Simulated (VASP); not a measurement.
# Zn25O23 (a cell with a defect) in VASP: single point with PBE

Aim: the single point of Zn25O23 (a cell with a defect) with PBE.

All numbers are computed with VASP 6.6.1; they aren't measurements. Logs are shortened: lines on timing, memory, paths and dates and some standing lists are left out, and cuts for length are marked.

### Step 1. The cell of the first run

The cell holds a defect, 48 atoms: a = 8.428 Å, b = 8.428 Å, c = 8.428 Å, α = 84.74°, β = 84.74°, γ = 84.74°.

### Step 2. Single point, PBE

INCAR

```
SYSTEM = Zn25O23
PREC = Accurate
ENCUT = 520
EDIFF = 1E-6
ISMEAR = 0
SIGMA = 0.01
LREAL = Auto
LASPH = .True.
NELM = 80
ALGO = Fast
ISIF = 2
LWAVE = .False.
LCHARG = .False.
GGA = PE
NELECT = 440.0
NBANDS = 249
```

KPOINTS

```
Automatic mesh
0
Gamma
  2 2 2
  0.5 0.5 0.5
```

POSCAR

```
Zn25O23
1.0
   -3.2793907958      5.6800714764      5.2932332175
   -3.2793907959     -5.6800714763      5.2932332175
    6.5587815918     -0.0000000001      5.2932332175
Zn O
25 23
Direct
    0.3140244978      0.6473578311      0.4806911644
    0.6589065167      0.5020080648      0.3302915089
    0.0208049505      0.8331214392      0.6682221803
    0.1686747315      0.4969581756      0.8255731834
    0.4997881059      0.8348888469      0.1874716172
    0.1636248422     -0.0077601499      0.3353413981
    0.5015555136      0.3541382839      0.6664547725
    0.8411617210      0.6630158563     -0.0002644134
    0.8330689199      0.1744950543      0.4963491896
    0.3296825229      0.1664022533      0.0078283877
    0.6568871371     -0.0097795296      0.8235538038
   -0.0055547371      0.3277785963      0.1611119296
    0.3263372022      0.4867494249      0.1608816677
    0.6645557237      0.3236974126      0.0034782555
   -0.0057849990      0.6596705355      0.3200827582
    0.1534160916      0.3275483344      0.4930038689
    0.5127988567      0.6601806466      0.8792573909
    0.1767115350      0.8331289043     -0.0025938629
    0.4997955710      0.1640728038      0.3433782017
    0.8307394704      0.5100448683      0.6664622377
    0.8368115888     -0.0021109429      0.1570307459
    0.3268473132      0.0459240576      0.6794655234
    0.7125907242      0.8461321900      0.4935139799
   -0.0096359208      0.1701449222      0.8312223904
    0.4583217580      0.7916550913      0.6249884246
    0.7923004156      0.6231898002      0.4531979022
    0.1298910974      0.9693581755      0.7978252152
    0.2898564668      0.6198645688      0.9589670823
    0.6360248421      0.9644918818      0.2965577641
    0.2865312355      0.1256337490      0.4565231335
    0.6311585485      0.4632244308      0.8026915088
    0.9673102677      0.7939960290      0.1181855622
    0.9515188955      0.3006436010      0.6273293623
    0.4606626957      0.2848522289      0.1339769344
    0.7883047038      0.1216380371      0.9549713704
    0.1203837800      0.4537171134      0.2870504467
    0.4541065704      0.6156741670      0.2743374507
    0.7906387521      0.4574627478      0.1252745814
    0.1076707840      0.7874399037      0.4490075003
    0.2823408337      0.4410041173      0.6207732371
    0.6372833855      0.7986918574      0.9850445536
    0.2956396519      0.9582788783      0.1299748180
    0.6249455450      0.2966414846      0.4623063186
    0.9633081513      0.6289729853      0.7916122116
    0.9586079147      0.1239720854      0.2907960811
    0.4653585241      0.1517112203      0.8039500522
    0.8183778869      0.9706167189      0.6320251907
    0.1241294145      0.2919412481      0.9573054188
```

Potentials or basis: VASP PAW PBE potentials, release 64 (Zn, O).

Run with:

```sh
$ cat potpaw_PBE.64/Zn/POTCAR potpaw_PBE.64/O/POTCAR > POTCAR
$ mpirun -np 1 vasp_std > vasp.out
```

OUTCAR:

```text
SYSTEM = Zn25O23
   PREC = Accurate
   ENCUT = 520
   EDIFF = 1E-6
   ISMEAR = 0
   LREAL = Auto
   LASPH = .True.
   NELM = 80
   ISIF = 2
   GGA = PE
   NELECT = 440.0

 ion  position               nearest neighbor table
   1  0.314  0.647  0.481-  37 2.03  39 2.03  40 2.03  25 2.29
   2  0.659  0.502  0.330-  37 1.97  43 2.00  26 2.00  38 2.01
   3  0.021  0.833  0.668-  39 1.98  27 1.99  44 2.00  47 2.00
   4  0.169  0.497  0.826-  40 1.97  44 2.00  28 2.00  48 2.01
   5  0.500  0.835  0.187-  37 1.98  29 1.99  42 2.00  41 2.00
   6  0.164  0.992  0.335-  39 1.97  42 2.00  30 2.00  45 2.01
   7  0.502  0.354  0.666-  40 1.98  31 1.99  43 2.00  46 2.00
   8  0.841  0.663  1.000-  44 1.98  41 1.98  32 1.99  38 2.00  17 3.04
   9  0.833  0.174  0.496-  43 1.98  47 1.98  33 1.99  45 2.00  23 3.04
  10  0.330  0.166  0.008-  42 1.98  46 1.98  34 1.99  48 2.00  22 3.04
  11  0.657  0.990  0.824-  41 2.02  46 2.02  47 2.02  35 2.09
  12  0.994  0.328  0.161-  38 1.98  48 1.98  45 1.98  36 2.00
  13  0.326  0.487  0.161-  37 1.96  34 1.97  36 1.98  28 1.98
  14  0.665  0.324  0.003-  35 1.97  34 1.99  31 2.00  38 2.02
  15  0.994  0.660  0.320-  39 1.96  32 1.97  36 1.98  26 1.98
  16  0.153  0.328  0.493-  40 1.96  33 1.97  36 1.98  30 1.98
  17  0.513  0.660  0.879-  41 1.96  28 1.99  31 1.99  25 2.38   8 3.04
[... 29 lines left out ...]
  47  0.818  0.971  0.632-  23 1.96   9 1.98   3 2.00  11 2.02
  48  0.124  0.292  0.957-  12 1.98  10 2.00   4 2.01  24 2.02

  LATTYP: Found a trigonal (rhomboedric) cell.
 ALAT       =     8.4282817860
 COS(alpha) =     0.0916368598

  Lattice vectors:

 A1 = (  -3.2793907958,   5.6800714764,   5.2932332175)
 A2 = (  -3.2793907959,  -5.6800714763,   5.2932332175)
 A3 = (   6.5587815918,  -0.0000000001,   5.2932332175)

Analysis of symmetry for initial positions (statically):
=====================================================================
 Subroutine PRICEL returns:
 Original cell was already a primitive cell.

 Routine SETGRP: Setting up the symmetry group for a
 trigonal (rhombohedral) supercell.

 Subroutine GETGRP returns: Found  3 space group operations
 (whereof  1 operations were pure point group operations)
 out of a pool of 12 trial point group operations.

The static configuration has the point symmetry C_1 .
 The point group associated with its full space group is C_3 .

Analysis of symmetry for dynamics (positions and initial velocities):
=====================================================================
 Subroutine PRICEL returns:
 Original cell was already a primitive cell.

 Routine SETGRP: Setting up the symmetry group for a
 trigonal (rhombohedral) supercell.

 Subroutine GETGRP returns: Found  3 space group operations
[... 191 lines left out ...]
   IMIX   =      4    mixing-type and parameters
     AMIX     =   0.40;   BMIX     =  1.00
     AMIX_MAG =   1.60;   BMIX_MAG =  1.00
  volume/ion in A,a.u.               =      12.32        83.17
  Fermi-wavevector in a.u.,A,eV,Ry     =   1.483267  2.802968 29.933915  2.200081
  Thomas-Fermi vector in A             =   2.596950
   LORBIT       =      0    0 simple, 1 ext, 2 COOP (PROOUT), +10 PAW based schemes
   GGA     = PE    functional components
   LHFCALC =     F    Hartree Fock is set to
   AEXX    =    0.0000 exact exchange contribution
   IVDW    =     0    specifies the selected vdW correction
   LEPSILON=     F    determine dielectric tensor
   LRPA    =     F    only Hartree local field effects (RPA)
 non-spin polarized calculation
 RMM-DIIS sequential band-by-band and
 Gauss-broadening in eV      SIGMA  =   0.01
  energy-cutoff  :      520.00
  volume of cell :      591.59
 maximum number of plane-waves:     15929
 NGX is ok and might be reduce to    64
   NGX = 31   NGY = 31   NGZ = 31

 number of electron     440.0000018 magnetization

 Free energy of the ion-electron system (eV)
  ---------------------------------------------------
  ext. energy  EPLUGINS =         0.00000000
  ---------------------------------------------------
  free energy    TOTEN  =      -197.44112094 eV

  energy without entropy =     -197.43663304  energy(sigma->0) =     -197.43887699

 E-fermi :   3.4042     XC(G=0): -10.9101

 val. band max:        3.1064255907   @ k =  -0.2500   0.2500   0.2500
 cond. band min:       3.4083754767   @ k =   0.2500   0.2500   0.2500
 fundamental gap:      0.3019498860
 Fermi energy:         3.4042326169

 k-point     1 :       0.2500    0.2500    0.2500
  band No.  band energies     occupation
      1     -16.8439      2.00000
      2     -16.5981      2.00000
      3     -16.5908      2.00000
      4     -16.5409      2.00000
      5     -16.4410      2.00000
      6     -16.4394      2.00000
[... 224 lines left out ...]
    231       6.3181      0.00000
    232       6.4601      0.00000

 k-point     2 :      -0.2500    0.2500    0.2500
  band No.  band energies     occupation
      1     -16.8266      2.00000
      2     -16.6304      2.00000
      3     -16.6069      2.00000
      4     -16.5434      2.00000
      5     -16.4370      2.00000
      6     -16.4205      2.00000
[... 224 lines left out ...]
    231       6.5603      0.00000
    232       6.6618      0.00000
 [bands above 232 left out]

------------------------ aborting loop because EDIFF is reached ----------------------------------------

  FORCE on cell =-STRESS in cart. coord.  units (eV):
  Direction    XX          YY          ZZ          XY          YZ          ZX
  --------------------------------------------------------------------------------------
  -------------------------------------------------------------------------------------
  Total       33.0302581     33.0302581     40.0753387     -0.0000001     -0.0000000      0.0000000
  in kB       89.4547274     89.4547274    108.5346801     -0.0000004     -0.0000000      0.0000000
  external PRESSURE =      95.8147116 kB  Pullay stress =       0.0000000 kB

 VOLUME and BASIS-vectors are now :
 -----------------------------------------------------------------------------
  energy-cutoff  :      520.00
  volume of cell :      591.59
      direct lattice vectors                 reciprocal lattice vectors
    -3.279390796  5.680071476  5.293233218    -0.050822448  0.088027061  0.062973483
    -3.279390796 -5.680071476  5.293233218    -0.050822448 -0.088027061  0.062973483
     6.558781592 -0.000000000  5.293233218     0.101644895 -0.000000000  0.062973483

 POSITION                                       TOTAL-FORCE (eV/Angst)
 -----------------------------------------------------------------------------------
     -0.00000     -1.89336      7.63323         0.000000     -0.000000      0.009265
     -1.64078      0.89119      7.89330        -0.002054      0.005121      0.003023
      1.58236     -4.61402      8.05709         0.007419      0.007046      0.006317
      3.23188     -1.86467      7.89330         0.005462     -0.000782      0.003023
     -3.14734     -1.90340      8.05709         0.002392     -0.009948      0.006317
     -1.59110     -4.70659      7.89330        -0.003408     -0.004340      0.003023
[... 40 lines left out ...]
     -1.72150     -0.86473     12.81502         0.008245     -0.002536      0.029093
      4.91430     -0.95318      7.26960        -0.011507      0.004233     -0.008326
 -----------------------------------------------------------------------------------
    total drift:                               -0.000121     -0.000268      0.001134

  FREE ENERGIE OF THE ION-ELECTRON SYSTEM (eV)
  ---------------------------------------------------
  free  energy   TOTEN  =      -197.4411209353 eV

  energy  without entropy=     -197.4366330440  energy(sigma->0) =     -197.43887699
```

OSZICAR:

```text
N       E                     dE             d eps       ncg     rms          rms(c)
DAV:   1     0.652655101918E+04    0.65266E+04   -0.19088E+05   996   0.259E+03
DAV:   2     0.139568619650E+04   -0.51309E+04   -0.49607E+04   996   0.730E+02
DAV:   3    -0.241035592518E+02   -0.14198E+04   -0.13570E+04  1029   0.291E+02
[... 10 lines left out ...]
RMM:  14    -0.197441053599E+03   -0.83052E-04   -0.57826E-03  1135   0.119E-01    0.360E-02
RMM:  15    -0.197441119826E+03   -0.66227E-04   -0.74699E-04  1162   0.519E-02    0.289E-02
RMM:  16    -0.197441116972E+03    0.28543E-05   -0.15786E-04  1150   0.221E-02    0.998E-03
RMM:  17    -0.197441125255E+03   -0.82831E-05   -0.50901E-05  1069   0.135E-02    0.107E-02
RMM:  18    -0.197441120608E+03    0.46466E-05   -0.13014E-05  1004   0.817E-03    0.287E-03
RMM:  19    -0.197441120935E+03   -0.32724E-06   -0.79108E-06   918   0.465E-03
   1 F= -.19744112E+03 E0= -.19743888E+03  d E =-.448789E-02
```

Wall time 16 min (1 thread of Oxide Virtual Turin-like, shared host); peak memory 0.66 GiB.

What came out:

```yaml
Free_energy: -197.4411 eV
Largest_force: 0.033 eV/Å
```

Forces in eV/Å, atoms in the order of the input:
```
Zn   0.000  0.000  0.009
Zn  -0.002  0.005  0.003
Zn   0.007  0.007  0.006
Zn   0.005 -0.001  0.003
Zn   0.002 -0.010  0.006
Zn  -0.003 -0.004  0.003
Zn  -0.010  0.003  0.006
Zn   0.002  0.003 -0.007
Zn  -0.004  0.001 -0.007
Zn   0.001 -0.003 -0.007
Zn   0.000  0.000 -0.020
Zn   0.000  0.000 -0.001
Zn   0.001  0.005 -0.012
Zn   0.003 -0.001  0.004
Zn  -0.005 -0.002 -0.012
Zn   0.004 -0.003 -0.012
Zn  -0.027 -0.016 -0.010
Zn  -0.008  0.005  0.001
Zn   0.008  0.004  0.001
Zn   0.000 -0.009  0.001
Zn   0.000  0.003  0.004
Zn   0.000  0.031 -0.010
Zn   0.027 -0.015 -0.010
Zn  -0.003 -0.002  0.004
Zn   0.000  0.000  0.023
O    0.012  0.003 -0.012
O    0.009  0.004  0.004
O   -0.003 -0.012 -0.012
O   -0.001 -0.010  0.004
O   -0.009  0.009 -0.012
O   -0.008  0.006  0.004
O   -0.002  0.001  0.005
O    0.001 -0.002  0.005
O    0.002  0.002  0.005
O    0.000  0.000 -0.029
O    0.000  0.000  0.000
O    0.005 -0.009  0.002
O    0.002 -0.012 -0.008
O    0.005  0.009  0.002
O   -0.011  0.000  0.002
O   -0.006 -0.006  0.029
O    0.000  0.008  0.001
O    0.007 -0.004  0.001
O   -0.007 -0.004  0.001
O    0.009  0.008 -0.008
O   -0.002  0.008  0.029
O    0.008 -0.003  0.029
O   -0.012  0.004 -0.008
```

Levels at points of the mesh, in eV from the Fermi level:
| k point | band 217 | band 218 | band 219 | band 220 | band 221 | band 222 |
| --- | --- | --- | --- | --- | --- | --- |
| (0.25, 0.25, 0.25) | -2.64 | -2.61 | -0.78 | 0.00 | 0.11 | 0.33 |

Caveat: the k points lie up to 0.38 Å⁻¹ apart; the cell carries a net charge on a neutralising background, which shifts energy and pressure; the cell is charged against a uniform background, so pressure and absolute levels hang on convention.
